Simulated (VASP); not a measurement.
Crystal: BAs.

```
B As
1.0
     0.00000    2.38850    2.38850
     2.38850    0.00000    2.38850
     2.38850    2.38850    0.00000
B As
1 1
Direct
  0.00000 0.00000 0.00000
  0.75000 0.75000 0.75000
```

Program: VASP 6.6.1. Alike in all runs: task single point; potentials or basis VASP PAW PBE potentials, release 64 (B, As); no spin polarisation; cell as given; k mesh 8 × 8 × 8; cutoff (eV) 500; smearing gaussian 0.05 eV.

Problem. Order these runs on this cell by their pressure, lowest first.
A. level PBE+D3(BJ)
B. level revPBE+D3(BJ)
C. level RPBE

Solution. B (-2.4 GPa), A (-0.4 GPa), C (6.0 GPa).

Caveats: the PAW data sets were made with another functional, which shifts forces and pressure a little (some runs).
